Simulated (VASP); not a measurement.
## Si32O (a cell with a defect): single point with PBE

Si32O (a cell with a defect):

```
CELL_PARAMETERS angstrom
-5.77692 3.33531 6.36502
5.77692 -3.33531 6.36502
3.85128 6.67061 -6.36502
ATOMIC_POSITIONS crystal
Si 0.23812 0.07381 0.24660
Si 0.74826 0.58574 0.26749
Si 0.11821 0.43891 0.50064
Si 0.60678 0.95794 0.50083
Si 0.49349 0.33010 0.75650
Si 0.03500 0.80599 0.75895
Si 0.85899 0.21778 0.01429
Si 0.37844 0.69357 0.01414
Si 0.32468 0.49120 0.25609
Si 0.82522 0.99161 0.25548
Si 0.20425 0.86748 0.50088
Si 0.70144 0.36798 0.50678
Si 0.56108 0.74403 0.75503
Si 0.07613 0.23453 0.75612
Si 0.95153 0.61738 0.00465
Si 0.45800 0.12210 0.01049
Si 0.42985 0.26296 0.25527
Si 0.93117 0.76418 0.25626
Si 0.29689 0.63282 0.50111
Si 0.80508 0.13780 0.50696
Si 0.67977 0.52027 0.75604
Si 0.19467 0.01007 0.75502
Si 0.05274 0.38620 0.00457
Si 0.55258 0.88759 0.01031
Si 0.51804 0.68160 0.26723
Si 0.00767 0.17281 0.24684
Si 0.38143 0.06152 0.50028
Si 0.89302 0.54279 0.50105
Si 0.72348 0.95305 0.75895
Si 0.26205 0.42592 0.75649
Si 0.15408 0.79618 0.01403
Si 0.63511 0.32076 0.01457
O 0.89242 0.89406 0.78253
```

This cell differs from its parent crystal: with an interstitial atom, then relaxed in part.

- Program: VASP 6.6.1
- Task: single point
- Functional: PBE
- Potentials or basis: VASP PAW PBE potentials, release 64 (Si, O)
- Cutoff: 520 eV
- k mesh: 2 × 2 × 2, shifted
- Occupations: gaussian, width 0.02 eV
- Spin: no spin polarisation

- Pressure: 1.7 GPa
- Largest force: 0.031 eV/Å
- Band gap on the k mesh: 0.90 eV

Forces in eV/Å, atoms in the order of the input:
```
Si   0.000  0.000 -0.002
Si  -0.001  0.005 -0.002
Si  -0.001 -0.008 -0.003
Si   0.010 -0.004 -0.007
Si   0.002 -0.001  0.000
Si  -0.023  0.015  0.015
Si   0.005 -0.004 -0.005
Si   0.005 -0.002  0.002
Si  -0.001  0.004  0.001
Si  -0.003  0.002  0.005
Si  -0.001  0.003  0.001
Si   0.005  0.002 -0.003
Si   0.001  0.003  0.006
Si  -0.001 -0.004 -0.002
Si   0.003 -0.002  0.000
Si  -0.005 -0.001 -0.001
Si   0.002 -0.001 -0.003
Si   0.000 -0.003 -0.001
Si   0.002  0.002 -0.003
Si   0.000  0.001  0.002
Si   0.000 -0.001  0.000
Si   0.004  0.001 -0.005
Si   0.000  0.002 -0.003
Si   0.000 -0.004 -0.003
Si  -0.001  0.000  0.001
Si   0.000  0.002  0.000
Si  -0.002 -0.001  0.004
Si  -0.005  0.005  0.009
Si   0.022 -0.008 -0.011
Si  -0.006  0.002  0.002
Si  -0.003  0.003  0.006
Si  -0.003 -0.004 -0.003
O   -0.005 -0.003  0.001
```

Stress tensor (GPa, compression positive):
```
 2.74 -1.18 -0.86
-1.18  1.38  0.50
-0.86  0.50  0.89
```

Levels at points of the mesh, in eV from the valence-band top:
```csv
k point,band 64,band 65,band 66,band 67,band 68,band 69,band 70,band 71
"(0.25, 0.25, 0.25)",-0.96,-0.89,-0.62,-0.47,1.06,1.27,1.32,1.36
```

Wall time 6.3 min on 1 thread of AMD EPYC 9R45 96-Core Processor (Zen 5), with other jobs on the host, peak memory 0.76 GiB.

Caveat: the cell differs from its parent crystal (with an interstitial atom, then relaxed in part).
